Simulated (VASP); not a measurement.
# Cu (P2/m) in VASP: further runs

The runs below take Cu through single point, with PBEsol.

Program: VASP 6.6.1. These are calculated values, not measurements. Logs are shortened: lines on timing, memory, paths and dates and some standing lists are left out, and cuts for length are marked.

## Step 1: The cell of the first run

Symmetry: P2/m, No. 10, monoclinic system. The conventional cell has a = 11.570 Å, b = 2.238 Å, c = 22.224 Å, α = 90.00°, β = 101.93°, γ = 90.00°. Cu (site symmetry 2/m) has 2 Cu at 2.24 Å within 3.0 Å.

## Step 2: Single point, PBEsol

The input, INCAR:

```
SYSTEM = Cu
PREC = Accurate ; ENCUT = 520
EDIFF = 1E-6 ; ISMEAR = 1
SIGMA = 0.1 ; LREAL = .FALSE.
LASPH = .TRUE. ; NELM = 100
ALGO = Normal ; ISIF = 2
LWAVE = .FALSE. ; LCHARG = .TRUE.
GGA = PS ; LELF = .TRUE.
LVHAR = .TRUE. ; NBANDS = 12
```

The input, KPOINTS:

```
regular mesh
0
G
  1 3 1
  0 0 0
```

The input, POSCAR:

```
Cu
1.0
   11.5702540000      0.0000000000      0.0000000000
    0.0000000000      2.2382120000      0.0000000000
   -4.5956240000      0.0000000000     21.7433880000
Cu
1
Direct
    0.5000000000      0.5000000000      0.5000000000
```

Potentials or basis: VASP PAW PBE potentials, release 64 (Cu).

The run is started by

```bash
> cat potpaw_PBE.64/Cu/POTCAR > POTCAR
> mpirun -np 1 vasp_std > vasp.out
```

OUTCAR:

```text
SYSTEM = Cu
   PREC = Accurate
   ENCUT = 520
   EDIFF = 1E-6
   ISMEAR = 1
   LREAL = .FALSE.
   LASPH = .TRUE.
   NELM = 100
   ISIF = 2
   GGA = PS

 ion  position               nearest neighbor table
   1  0.500  0.500  0.500-

  LATTYP: Found a simple monoclinic cell.
 ALAT       =    11.5702540000
 B/A-ratio  =     0.1934453643
 C/A-ratio  =     1.9207652137
 COS(beta)  =    -0.2067889433

  Lattice vectors:

 A1 = (  11.5702540000,   0.0000000000,   0.0000000000)
 A2 = (   0.0000000000,   2.2382120000,   0.0000000000)
 A3 = (  -4.5956240000,   0.0000000000,  21.7433880000)

Analysis of symmetry for initial positions (statically):
=====================================================================
 Subroutine PRICEL returns:
 Original cell was already a primitive cell.

 Routine SETGRP: Setting up the symmetry group for a
 simple monoclinic supercell.

 Subroutine GETGRP returns: Found  4 space group operations
 (whereof  4 operations were pure point group operations)
 out of a pool of  4 trial point group operations.

The static configuration has the point symmetry C_2h.

Analysis of symmetry for dynamics (positions and initial velocities):
=====================================================================
 Subroutine PRICEL returns:
 Original cell was already a primitive cell.

 Routine SETGRP: Setting up the symmetry group for a
 simple monoclinic supercell.

 Subroutine GETGRP returns: Found  4 space group operations
 (whereof  4 operations were pure point group operations)
 out of a pool of  4 trial point group operations.

The dynamic configuration has the point symmetry C_2h.

 Subroutine INISYM returns: Found  4 space group operations
 (whereof  4 operations are pure point group operations),
 and found     1 'primitive' translations

----------------------------------------------------------------------------------------

                                     Primitive cell

  volume of cell :     563.0816

  direct lattice vectors                    reciprocal lattice vectors
    11.570254000  0.000000000  0.000000000     0.086428526  0.000000000  0.018267301
     0.000000000  2.238212000  0.000000000     0.000000000  0.446785202  0.000000000
    -4.595624000  0.000000000 21.743388000     0.000000000  0.000000000  0.045990993

  length of vectors
    11.570254000  2.238212000 22.223741397     0.088337899  0.446785202  0.045990993

  position of ions in fractional coordinates (direct lattice)
     0.500000000  0.500000000  0.500000000

  ion indices of the primitive-cell ions
   primitive index   ion index
                 1           1

----------------------------------------------------------------------------------------

 KPOINTS: regular mesh

Automatic generation of k-mesh.
 Grid dimensions read from file:
 generate k-points for:    1    3    1

 Generating k-lattice:

  Cartesian coordinates                     Fractional coordinates (reciprocal lattice)
     0.086428526  0.000000000  0.018267301     1.000000000  0.000000000 -0.000000000
     0.000000000  0.148928401  0.000000000     0.000000000  0.333333333  0.000000000
     0.000000000  0.000000000  0.045990993     0.000000000  0.000000000  1.000000000

  Length of vectors
     0.088337899  0.148928401  0.045990993

  Shift w.r.t. Gamma in fractional coordinates (k-lattice)
     0.000000000  0.000000000  0.000000000

 Subroutine IBZKPT returns following result:
 ===========================================

 Found      2 irreducible k-points:

 Following reciprocal coordinates:
            Coordinates               Weight
  0.000000  0.000000  0.000000      1.000000
  0.000000  0.333333  0.000000      2.000000
   k-points           NKPTS =      2   k-points in BZ     NKDIM =      2   number of bands    NBANDS=     12
   number of dos      NEDOS =    301   number of ions     NIONS =      1
   total plane-waves  NPLWV = 272160
   dimension x,y,z NGX =    90 NGY =   18 NGZ =  168
   dimension x,y,z NGXF=   180 NGYF=   36 NGZF=  336
   ions per type =               1
   NGX,Y,Z   is equivalent  to a cutoff of  12.93, 13.37, 12.57 a.u.
   NGXF,Y,Z  is equivalent  to a cutoff of  25.86, 26.74, 25.13 a.u.
 SYSTEM =  Cu
   PREC   = accura    normal or accurate (medium, high low for compatibility)
   ISTART =      0    job   : 0-new  1-cont  2-samecut
   ICHARG =      2    charge: 1-file 2-atom 10-const
   ISPIN  =      1    spin polarized calculation?
   LNONCOLLINEAR =      F non collinear calculations
   LSORBIT =      F    spin-orbit coupling
   LASPH  =      T    aspherical Exc in radial PAW
   ENCUT  =  520.0 eV  38.22 Ry    6.18 a.u.  21.51  4.16 41.32*2*pi/ulx,y,z
   NELM   =    100;   NELMIN=  2; NELMDL= -5     # of ELM steps
   EDIFF  = 0.1E-05   stopping-criterion for ELM
   LREAL  =      F    real-space projection
   EDIFFG = 0.1E-04   stopping-criterion for IOM
   NSW    =      0    number of steps for IOM
   IBRION =     -1    ionic relax: 0-MD 1-quasi-New 2-CG
   NFREE  =      0    steps in history (QN), initial steepest desc. (CG)
   ISIF   =      2    stress and relaxation
   ISYM   =      2    0-nonsym 1-usesym 2-fastsym
   POTIM  = 0.5000    time-step for ionic-motion
   TEBEG  =    0.0;   TEEND  =   0.0 temperature during run
   PSTRESS=    0.0 pullay stress
   NELECT =      11.0000    total number of electrons
   NUPDOWN=      -1.0000    fix difference up-down
   EMIN   =  10.00;   EMAX   =-10.00  energy-range for DOS
   EFERMI =   0.00;   METHOD = LEGACY
   ISMEAR =     1;   SIGMA  =   0.10  broadening in eV -4-tet -1-fermi 0-gaus
   EFERMI_NEDOS =   21; number of points for ismear=-14 and -15
   IALGO  =     38    algorithm
   IMIX   =      4    mixing-type and parameters
     AMIX     =   0.40;   BMIX     =  1.00
     AMIX_MAG =   1.60;   BMIX_MAG =  1.00
  volume/ion in A,a.u.               =     563.08      3799.86
  Fermi-wavevector in a.u.,A,eV,Ry     =   0.440909  0.833197  2.644978  0.194400
  Thomas-Fermi vector in A             =   1.415886
   LORBIT       =      0    0 simple, 1 ext, 2 COOP (PROOUT), +10 PAW based schemes
   GGA     = PS    functional components
   LHFCALC =     F    Hartree Fock is set to
   AEXX    =    0.0000 exact exchange contribution
   IVDW    =     0    specifies the selected vdW correction
   LEPSILON=     F    determine dielectric tensor
   LRPA    =     F    only Hartree local field effects (RPA)
 non-spin polarized calculation
 Methfessel and Paxton  Order N= 1 SIGMA  =   0.10
  energy-cutoff  :      520.00
  volume of cell :      563.08
 maximum number of plane-waves:     15216
 NGX is ok and might be reduce to    90
   NGX = 43   NGY =  9   NGZ = 83

 number of electron      11.0000002 magnetization

 Free energy of the ion-electron system (eV)
  ---------------------------------------------------
  ext. energy  EPLUGINS =         0.00000000
  ---------------------------------------------------
  free energy    TOTEN  =        -1.29819434 eV

  energy without entropy =       -1.28444052  energy(sigma->0) =       -1.29360973

 E-fermi :  -3.8283     XC(G=0):  -0.7511

 val. band max:       -4.4476259105   @ k =   0.0000   0.0000   0.0000
 cond. band min:      -3.7971394582   @ k =   0.0000   0.3333   0.0000
 fundamental gap:      0.6504864524
 Fermi energy:        -3.8282937560

 k-point     1 :       0.0000    0.0000    0.0000
  band No.  band energies     occupation
      1      -8.1690      2.00000
      2      -5.8256      2.00000
      3      -5.4914      2.00000
      4      -5.4914      2.00000
      5      -4.4476      2.00000
      6      -4.4476      2.00000
      7      -2.0294     -0.00000
      8      -2.0216     -0.00000
      9       0.0245      0.00000
     10       0.4207      0.00000
     11       0.5062      0.00000
     12       0.9619      0.00000

 k-point     2 :       0.0000    0.3333    0.0000
  band No.  band energies     occupation
      1      -6.0166      2.00000
      2      -6.0166      2.00000
      3      -5.1515      2.00000
      4      -5.1515      2.00000
      5      -5.0686      2.00000
      6      -3.7971      0.50000
      7       1.8129      0.00000
      8       1.8286      0.00000
      9       3.3035      0.00000
     10       3.7400      0.00000
     11       3.8811      0.00000
     12       4.2651      0.00000

------------------------ aborting loop because EDIFF is reached ----------------------------------------

  FORCE on cell =-STRESS in cart. coord.  units (eV):
  Direction    XX          YY          ZZ          XY          YZ          ZX
  --------------------------------------------------------------------------------------
  -------------------------------------------------------------------------------------
  Total       -0.0082758      2.2483596     -0.0051719      0.0000000      0.0000000     -0.0005263
  in kB       -0.0235477      6.3974224     -0.0147161      0.0000000      0.0000000     -0.0014975
  external PRESSURE =       2.1197196 kB  Pullay stress =       0.0000000 kB

 VOLUME and BASIS-vectors are now :
 -----------------------------------------------------------------------------
  energy-cutoff  :      520.00
  volume of cell :      563.08
      direct lattice vectors                 reciprocal lattice vectors
    11.570254000  0.000000000  0.000000000     0.086428526  0.000000000  0.018267301
     0.000000000  2.238212000  0.000000000     0.000000000  0.446785202  0.000000000
    -4.595624000  0.000000000 21.743388000     0.000000000  0.000000000  0.045990993

 POSITION                                       TOTAL-FORCE (eV/Angst)
 -----------------------------------------------------------------------------------
      3.48732      1.11911     10.87169         0.000000      0.000000      0.000000
 -----------------------------------------------------------------------------------
    total drift:                                0.000000     -0.000000     -0.000000

  FREE ENERGIE OF THE ION-ELECTRON SYSTEM (eV)
  ---------------------------------------------------
  free  energy   TOTEN  =        -1.2981943350 eV

  energy  without entropy=       -1.2844405246  energy(sigma->0) =       -1.29360973
```

Run time: 29 s. Hardware: 1 thread of Intel Xeon 6975P-C (Granite Rapids), shared host; peak memory 0.53 GiB.

What came out:

```
Free energy : -1.2982 eV
Pressure    : 0.2 GPa
```

Stress tensor (GPa, compression positive):
```
0.00 0.00 0.00
0.00 0.64 0.00
0.00 0.00 0.00
```

Caveat: the k points lie up to 0.94 Å⁻¹ apart; the PAW data sets were made with another functional, which shifts forces and pressure a little.

## Step 3: Single point, PBEsol

The input, INCAR:

```
ALGO = Normal
EDIFF = 1E-6
ENCUT = 520
GGA = PS
ISIF = 2
ISMEAR = 1
LASPH = True
LCHARG = True
LELF = True
LREAL = False
LVHAR = True
LWAVE = False
NBANDS = 12
NELM = 80
PREC = Accurate
SIGMA = 0.1
```

The input, KPOINTS:

```
k-points
0
Gamma
  1 5 1
```

POSCAR is that of step 2.

Potentials or basis: VASP PAW PBE potentials, release 64 (Cu).

The run is started by

```bash
> cat potpaw_PBE.64/Cu/POTCAR > POTCAR
> mpirun -np 1 vasp_std > vasp.out
```

It took 43 s on 1 thread of Intel Xeon 6975P-C (Granite Rapids), shared host; peak memory 0.52 GiB.

The run converged. Its results:

- Free energy: -1.9921 eV
- Pressure: 0.0 GPa

Levels at points of the mesh, in eV from the Fermi level:
```
           k point  band 2  band 3  band 4  band 5  band 6  band 7  band 8  band 9  band 10  band 11
(0.00, 0.00, 0.00)   -0.87   -0.81   -0.81   -0.03   -0.03    3.42    3.43    5.64     6.04     6.12
```

Caveat: the k points lie up to 0.56 Å⁻¹ apart; the PAW data sets were made with another functional, which shifts forces and pressure a little.

## Step 4: Single point, PBEsol

The input, INCAR:

```
PREC = Accurate
ENCUT = 520
EDIFF = 1E-7
ISMEAR = 1
SIGMA = 0.1
LREAL = False
LASPH = True
NELM = 80
ALGO = Normal
ISIF = 2
LWAVE = False
LCHARG = True
GGA = PS
LELF = True
LVHAR = True
NBANDS = 12
```

The input, KPOINTS:

```
regular mesh
0
Gamma
  2 6 1
```

POSCAR is that of step 3.

The run is started by

```bash
> cat potpaw_PBE.64/Cu/POTCAR > POTCAR
> mpirun -np 1 vasp_std > vasp.out
```

Wall time 68 s (1 thread of Intel Xeon 6975P-C (Granite Rapids), shared host); peak memory 0.54 GiB.

Results (log left out):

* Free energy: -1.9605 eV
* Pressure: 0.0 GPa

Stress tensor (GPa, compression positive):
```
0.00 0.00 0.00
0.00 0.09 0.00
0.00 0.00 0.00
```

Levels at points of the mesh, in eV from the Fermi level:
```
           k point  band 3  band 4  band 5  band 6  band 7  band 8
(0.00, 0.00, 0.00)   -1.03   -1.03   -0.08   -0.08    2.63    2.64
(0.50, 0.00, 0.00)   -1.03   -1.03   -0.08   -0.08    2.63    2.64
(0.00, 0.50, 0.00)   -0.59   -0.59   -0.15    4.01    7.21    9.94
(0.50, 0.50, 0.00)   -0.59   -0.59   -0.15    4.01    7.21    9.93
```

Caveat: the k points lie up to 0.47 Å⁻¹ apart; the PAW data sets were made with another functional, which shifts forces and pressure a little.

## Step 5: Single point, PBEsol

The input, INCAR:

```
PREC = Accurate
ENCUT = 520
EDIFF = 1E-6
ISMEAR = 1
SIGMA = 0.1
LREAL = False
LASPH = True
NELM = 100
ALGO = Normal
ISIF = 2
LWAVE = False
LCHARG = False
GGA = PS
NBANDS = 12
```

The input, KPOINTS:

```
regular mesh
0
Gamma
  2 8 1
```

POSCAR is that of step 4.

Potentials or basis: VASP PAW PBE potentials, release 64 (Cu).

The run is started by

```bash
> cat potpaw_PBE.64/Cu/POTCAR > POTCAR
> mpirun -np 1 vasp_std > vasp.out
```

OUTCAR:

```text
PREC = Accurate
   ENCUT = 520
   EDIFF = 1E-6
   ISMEAR = 1
   LREAL = False
   LASPH = True
   NELM = 100
   ISIF = 2
   GGA = PS

 ion  position               nearest neighbor table
   1  0.500  0.500  0.500-

  LATTYP: Found a simple monoclinic cell.
 ALAT       =    11.5702540000
 B/A-ratio  =     0.1934453643
 C/A-ratio  =     1.9207652137
 COS(beta)  =    -0.2067889433

  Lattice vectors:

 A1 = (  11.5702540000,   0.0000000000,   0.0000000000)
 A2 = (   0.0000000000,   2.2382120000,   0.0000000000)
 A3 = (  -4.5956240000,   0.0000000000,  21.7433880000)

Analysis of symmetry for initial positions (statically):
=====================================================================
 Subroutine PRICEL returns:
 Original cell was already a primitive cell.

 Routine SETGRP: Setting up the symmetry group for a
 simple monoclinic supercell.

 Subroutine GETGRP returns: Found  4 space group operations
 (whereof  4 operations were pure point group operations)
 out of a pool of  4 trial point group operations.

The static configuration has the point symmetry C_2h.

Analysis of symmetry for dynamics (positions and initial velocities):
=====================================================================
 Subroutine PRICEL returns:
 Original cell was already a primitive cell.

 Routine SETGRP: Setting up the symmetry group for a
 simple monoclinic supercell.

 Subroutine GETGRP returns: Found  4 space group operations
 (whereof  4 operations were pure point group operations)
 out of a pool of  4 trial point group operations.

The dynamic configuration has the point symmetry C_2h.

 Subroutine INISYM returns: Found  4 space group operations
 (whereof  4 operations are pure point group operations),
 and found     1 'primitive' translations

----------------------------------------------------------------------------------------

                                     Primitive cell

  volume of cell :     563.0816
[... 98 lines left out ...]
   LHFCALC =     F    Hartree Fock is set to
   AEXX    =    0.0000 exact exchange contribution
   IVDW    =     0    specifies the selected vdW correction
   LEPSILON=     F    determine dielectric tensor
   LRPA    =     F    only Hartree local field effects (RPA)
 non-spin polarized calculation
 Methfessel and Paxton  Order N= 1 SIGMA  =   0.10
  energy-cutoff  :      520.00
  volume of cell :      563.08
 maximum number of plane-waves:     15252
 NGX is ok and might be reduce to    90
   NGX = 43   NGY =  9   NGZ = 83

 number of electron      11.0000002 magnetization

 Free energy of the ion-electron system (eV)
  ---------------------------------------------------
  ext. energy  EPLUGINS =         0.00000000
  ---------------------------------------------------
  free energy    TOTEN  =        -1.90382142 eV

  energy without entropy =       -1.89418027  energy(sigma->0) =       -1.90060770

 E-fermi :  -5.2561     XC(G=0):  -0.7443

 val. band max:       -5.2829109447   @ k =   0.5000   0.2500  -0.0000
 cond. band min:      -3.1756413943   @ k =   0.0000   0.3750   0.0000
 fundamental gap:      2.1072695504
 Fermi energy:        -5.2560984798

 k-point     1 :       0.0000    0.0000    0.0000
  band No.  band energies     occupation
      1      -8.7205      2.00000
      2      -6.3046      2.00000
      3      -6.1381      2.00000
      4      -6.1381      2.00000
      5      -5.2926      1.57403
      6      -5.2926      1.57402
      7      -2.1323      0.00000
      8      -2.1256      0.00000
      9       0.0343      0.00000
     10       0.4326      0.00000
     11       0.5122      0.00000
     12       0.9783      0.00000
[... 121 lines left out ...]
 k-point    10 :       0.5000    0.5000   -0.0000
  band No.  band energies     occupation
      1      -7.1217      2.00000
      2      -7.1217      2.00000
      3      -5.7196      2.00000
      4      -5.7196      2.00000
      5      -5.3359      1.97890
      6      -0.8438      0.00000
      7       2.3377      0.00000
      8       5.1626      0.00000
      9       5.1680      0.00000
     10       6.6249      0.00000
     11       6.6696      0.00000
     12       7.6176      0.00000

------------------------ aborting loop because EDIFF is reached ----------------------------------------

  FORCE on cell =-STRESS in cart. coord.  units (eV):
  Direction    XX          YY          ZZ          XY          YZ          ZX
  --------------------------------------------------------------------------------------
  -------------------------------------------------------------------------------------
  Total       -0.0007934      0.3849974      0.0018073      0.0000000      0.0000000     -0.0004830
  in kB       -0.0022574      1.0954613      0.0051426      0.0000000      0.0000000     -0.0013742
  external PRESSURE =       0.3661155 kB  Pullay stress =       0.0000000 kB

 VOLUME and BASIS-vectors are now :
 -----------------------------------------------------------------------------
  energy-cutoff  :      520.00
  volume of cell :      563.08
      direct lattice vectors                 reciprocal lattice vectors
    11.570254000  0.000000000  0.000000000     0.086428526  0.000000000  0.018267301
     0.000000000  2.238212000  0.000000000     0.000000000  0.446785202  0.000000000
    -4.595624000  0.000000000 21.743388000     0.000000000  0.000000000  0.045990993

 POSITION                                       TOTAL-FORCE (eV/Angst)
 -----------------------------------------------------------------------------------
      3.48732      1.11911     10.87169         0.000000      0.000000      0.000000
 -----------------------------------------------------------------------------------
    total drift:                                0.000000     -0.000000     -0.000000

  FREE ENERGIE OF THE ION-ELECTRON SYSTEM (eV)
  ---------------------------------------------------
  free  energy   TOTEN  =        -1.9038214192 eV

  energy  without entropy=       -1.8941802713  energy(sigma->0) =       -1.90060770
```

stdout:

```text
POSCAR found type information on POSCAR Cu
 POSCAR found :  1 types and       1 ions
 scaLAPACK will be used
 -----------------------------------------------------------------------------
|                                                                             |
|                                                                             |
|     You enforced a specific xc type in the INCAR file but a different       |
|     I HOPE YOU KNOW WHAT YOU ARE DOING!                                     |
|                                                                             |
 -----------------------------------------------------------------------------

 LDA part: xc-table for (Slater+PW92), standard interpolation
 POSCAR, INCAR and KPOINTS ok, starting setup
 FFT: planning ... GRIDC
 FFT: planning ... GRID_SOFT
 FFT: planning ... GRID
 WAVECAR not read
 entering main loop
```

Run time: 82 s. Hardware: 1 thread of Intel Xeon 6975P-C (Granite Rapids), shared host; peak memory 0.54 GiB.

What came out:

- Free energy: -1.9038 eV
- Pressure: 0.0 GPa

Caveat: the PAW data sets were made with another functional, which shifts forces and pressure a little.

(Continued in part 2 of 2.)
